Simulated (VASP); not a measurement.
Wanted: the native input for a VASP 6.6.1 run.

- Task: single point
- Functional: PBE
- Potentials or basis: VASP PAW PBE potentials, release 64 (Ge_d)
- Cutoff: 520 eV
- k mesh: 1 × 1 × 1
- Occupations: gaussian, width 0.05 eV
- Spin: no spin polarisation
- Dipole correction: no
- Further INCAR settings: LREAL = Auto; ALGO = Normal; EDIFF = 1e-06; NBANDS = 411

The structure of Ge lies in POSCAR:

```
Ge
1.0
    0.0000000000      8.4867300000      8.4867300000
    8.4867300000      0.0000000000      8.4867300000
    8.4867300000      8.4867300000      0.0000000000
Ge
54
Direct
    0.0000000000      0.0000000000      0.0000000000
    0.0000000000      0.0000000000      0.3333330000
    0.0000000000      0.0000000000      0.6666670000
    0.0000000000      0.3333330000      0.0000000000
    0.0000000000      0.3333330000      0.3333330000
    0.0000000000      0.3333330000      0.6666670000
    0.0000000000      0.6666670000      0.0000000000
    0.0000000000      0.6666670000      0.3333330000
    0.0000000000      0.6666670000      0.6666670000
    0.3333330000      0.0000000000      0.0000000000
    0.3333330000      0.0000000000      0.3333330000
    0.3333330000      0.0000000000      0.6666670000
    0.3333330000      0.3333330000      0.0000000000
    0.3333330000      0.3333330000      0.3333330000
    0.3333330000      0.3333330000      0.6666670000
    0.3333330000      0.6666670000      0.0000000000
    0.3333330000      0.6666670000      0.3333330000
    0.3333330000      0.6666670000      0.6666670000
    0.6666670000      0.0000000000      0.0000000000
    0.6666670000      0.0000000000      0.3333330000
    0.6666670000      0.0000000000      0.6666670000
    0.6666670000      0.3333330000      0.0000000000
    0.6666670000      0.3333330000      0.3333330000
    0.6666670000      0.3333330000      0.6666670000
    0.6666670000      0.6666670000      0.0000000000
    0.6666670000      0.6666670000      0.3333330000
    0.6666670000      0.6666670000      0.6666670000
    0.0833330000      0.0833330000      0.0833330000
    0.0833330000      0.0833330000      0.4166670000
    0.0833330000      0.0833330000      0.7500000000
    0.0833330000      0.4166670000      0.0833330000
    0.0833330000      0.4166670000      0.4166670000
    0.0833330000      0.4166670000      0.7500000000
    0.0833330000      0.7500000000      0.0833330000
    0.0833330000      0.7500000000      0.4166670000
    0.0833330000      0.7500000000      0.7500000000
    0.4166670000      0.0833330000      0.0833330000
    0.4166670000      0.0833330000      0.4166670000
    0.4166670000      0.0833330000      0.7500000000
    0.4166670000      0.4166670000      0.0833330000
    0.4166670000      0.4166670000      0.4166670000
    0.4166670000      0.4166670000      0.7500000000
    0.4166670000      0.7500000000      0.0833330000
    0.4166670000      0.7500000000      0.4166670000
    0.4166670000      0.7500000000      0.7500000000
    0.7500000000      0.0833330000      0.0833330000
    0.7500000000      0.0833330000      0.4166670000
    0.7500000000      0.0833330000      0.7500000000
    0.7500000000      0.4166670000      0.0833330000
    0.7500000000      0.4166670000      0.4166670000
    0.7500000000      0.4166670000      0.7500000000
    0.7500000000      0.7500000000      0.0833330000
    0.7500000000      0.7500000000      0.4166670000
    0.7500000000      0.7500000000      0.7500000000
```

One way to write it, as run:

INCAR

```
PREC     = Accurate       # precision mode
ENCUT    = 520            # plane-wave cutoff, eV
EDIFF    = 1E-6           # SCF threshold, eV
ISMEAR   = 0              # smearing method
SIGMA    = 0.05           # smearing width, eV
LREAL    = Auto         
LASPH    = T              # aspherical terms in the spheres
NELM     = 100            # most SCF steps
ALGO     = Normal         # electronic algorithm
ISIF     = 2              # what is computed and relaxed
LWAVE    = F              # write WAVECAR
LCHARG   = F              # write CHGCAR
GGA      = PE             # functional
NBANDS   = 411            # bands
LUSENCCL = F
```

KPOINTS

```
Automatic mesh
0
Gamma
  1 1 1
```

Potentials or basis: VASP PAW PBE potentials, release 64 (Ge_d).

Command:

```bash
$ cat potpaw_PBE.64/Ge_d/POTCAR > POTCAR
$ mpirun -np 1 vasp_gam > vasp.out
```

Results of the run:

The pressure is 5.3 GPa and the band gap on the k mesh is 0.05 eV.

Caveat: the k points lie up to 0.64 Å⁻¹ apart.

Wall time 2.5 min on 1 × NVIDIA H100 80GB with 1 thread of AMD EPYC 7R13 Processor (Zen 3), with other jobs on the host, peak memory 1.9 GiB.
